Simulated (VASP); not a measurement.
Set up this calculation in VASP 6.6.1, as the native input.

```
Task                   : single point
Functional             : PBE
Potentials or basis    : VASP PAW PBE potentials, release 64 (Sr_sv, Ti_sv, O)
Cutoff                 : 600 eV
k mesh                 : 4 × 4 × 4
Occupations            : gaussian, width 0.01 eV
Spin                   : no spin polarisation
Dipole correction      : no
Further INCAR settings : ALGO = Normal; EDIFF = 1e-06; NBANDS = 28
```

The structure of SrTiO3 lies in POSCAR:

```
SrTiO3
1.0
    3.9400000000      0.0000000000      0.0000000000
    0.0000000000      3.9400000000      0.0000000000
    0.0000000000      0.0000000000      3.9400000000
Sr Ti O
1 1 3
Direct
    0.0000000000      0.0000000000      0.0000000000
    0.5000000000      0.5000000000      0.5000000000
    0.5000000000      0.5000000000      0.0000000000
    0.5000000000      0.0000000000      0.5000000000
    0.0000000000      0.5000000000      0.5000000000
```

The input as run:

INCAR

```
SYSTEM = SrTiO3
ALGO = Normal
EDIFF = 1E-6
ENCUT = 600
GGA = PE
GGA_COMPAT = .False.
ISIF = 2
ISMEAR = 0
LASPH = .True.
LCHARG = .False.
LREAL = .False.
LWAVE = .False.
NBANDS = 28
NELM = 120
PREC = Accurate
SIGMA = 0.01
```

KPOINTS

```
k-points
0
Gamma
  4 4 4
  0 0 0
```

Potentials or basis: VASP PAW PBE potentials, release 64 (Sr_sv, Ti_sv, O).

Run with:

```sh
$ cat potpaw_PBE.64/Sr_sv/POTCAR potpaw_PBE.64/Ti_sv/POTCAR potpaw_PBE.64/O/POTCAR > POTCAR
$ mpirun -np 1 vasp_std > vasp.out
```

Results of the run:

```
Pressure               : 0.0 GPa
Band gap on the k mesh : 1.79 eV (least direct gap 2.16 eV)
```

It took 17 s on 1 thread of Intel(R) Xeon(R) Platinum 8488C (Sapphire Rapids), on a shared host, peak memory 0.18 GiB.
